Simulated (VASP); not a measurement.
Here is a VASP 6.6.1 calculation.

POSCAR

```
SnSe2
1.0
    3.7868978371      0.0000000000      0.0000000000
   -1.8934489185      3.2795497285      0.0000000000
    0.0000000000      0.0000000000      6.1648082559
Sn Se
1 2
Direct
    0.0000000000      0.0000000000      0.0000000000
    0.3333333333      0.6666666667      0.2571722289
    0.6666666667      0.3333333333      0.7428277711
```

INCAR.step1

```
PREC = Accurate ; ENCUT = 520
ISMEAR = 0 ; SIGMA = 0.01
LREAL = False ; LASPH = True
NELM = 80 ; NBANDS = 20
GGA = PE ; ALGO = Normal
EDIFF = 1E-4 ; LWAVE = True
LCHARG = False
```

Contents of INCAR.step2:

```
PREC = Accurate ; ENCUT = 520
EDIFF = 1E-6 ; ISMEAR = 0
SIGMA = 0.01 ; LREAL = False
LASPH = True ; NELM = 80
ALGO = Normal ; ISIF = 2
LWAVE = False ; LCHARG = False
METAGGA = R2SCAN ; LMIXTAU = True
NBANDS = 20 ; ISTART = 1
```

File KPOINTS:

```
Automatic mesh
0
Gamma
  12 12 4
```

Potentials or basis: VASP PAW PBE potentials, release 64 (Sn_d, Se).

Run with:

```sh
$ cat potpaw_PBE.64/Sn_d/POTCAR potpaw_PBE.64/Se/POTCAR > POTCAR
$ cp INCAR.step1 INCAR
$ mpirun -np 1 vasp_std > vasp.out
$ cp INCAR.step2 INCAR
$ mpirun -np 1 vasp_std > vasp.out
```

(1) Predict the band gap on the k mesh.

(2) Estimate the pressure.

(3) Predict the largest force.

## Answers

(1) 0.99 eV (least direct gap 1.50 eV).

(2) 2.3 GPa.

(3) 0.020 eV/Å.

Caveat: the cell differs from its parent crystal (strain -1.0%); the PAW data sets were made with another functional, which shifts forces and pressure a little; spin-orbit coupling is left out, which moves the levels of the heavy elements.
